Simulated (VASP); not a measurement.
## SiO2: single point with r2SCAN

SiO2:

```xyz
12
Lattice="5.0285 0.0000 0.0000 0.0000 5.0285 0.0000 0.0000 0.0000 6.9833" Properties=species:S:1:pos:R:3 pbc="T T T"
Si    1.5209    1.5209    0.0000
Si    0.9933    4.0351    1.7458
Si    3.5076    3.5076    3.4917
Si    4.0351    0.9933    5.2375
O     1.1976    0.5495    1.2672
O     1.9648    3.7119    3.0130
O     3.8308    4.4790    4.7588
O     3.0637    1.3166    6.5047
O     3.7119    1.9648    3.9703
O     4.4790    3.8308    2.2245
O     1.3166    3.0637    0.4787
O     0.5495    1.1976    5.7162
```

```yaml
Program: VASP 6.6.1
Task: single point
Functional: r2SCAN
Potentials_or_basis: VASP PAW PBE potentials, release 64 (Si, O)
Cutoff: 520 eV
k_mesh: 4 × 4 × 4
Occupations: gaussian, width 0.01 eV
Spin: no spin polarisation
```

```
Pressure               : -4.7 GPa
Largest force          : 0.318 eV/Å
Band gap on the k mesh : 6.18 eV
```

Forces in eV/Å, atoms in the order of the input:
```
Si  -0.001 -0.001  0.000
Si   0.001 -0.001  0.000
Si   0.001  0.001  0.000
Si  -0.001  0.001  0.000
O    0.036 -0.195 -0.249
O    0.195  0.036 -0.249
O   -0.036  0.195 -0.249
O   -0.195 -0.036 -0.249
O    0.036  0.195  0.249
O    0.195 -0.036  0.249
O   -0.036 -0.195  0.249
O   -0.195  0.036  0.249
```

Levels at points of the mesh, in eV from the valence-band top:
| k point | band 30 | band 31 | band 32 | band 33 | band 34 | band 35 |
| --- | --- | --- | --- | --- | --- | --- |
| (0.00, 0.00, 0.00) | -0.31 | -0.31 | 0.00 | 6.18 | 9.48 | 9.48 |
| (0.50, 0.00, 0.00) | -0.63 | -0.49 | -0.49 | 8.26 | 8.26 | 9.90 |
| (0.50, 0.50, 0.00) | -0.58 | -0.53 | -0.53 | 9.27 | 9.27 | 9.41 |
| (0.00, 0.00, 0.50) | -0.53 | -0.38 | -0.38 | 7.45 | 7.45 | 10.15 |
| (0.50, 0.00, 0.50) | -0.91 | -0.18 | -0.18 | 8.62 | 8.62 | 9.49 |
| (0.50, 0.50, 0.50) | -0.60 | -0.60 | -0.60 | 9.79 | 9.79 | 9.79 |

Run time: 13 min on 1 thread of Intel(R) Xeon(R) Platinum 8488C (Sapphire Rapids), with other jobs on the host, peak memory 0.35 GiB.

Caveat: the cell stands under tension; the PAW data sets were made with another functional, which shifts forces and pressure a little. r2SCAN opens gaps a little over a GGA but as a rule still falls short of measured ones.
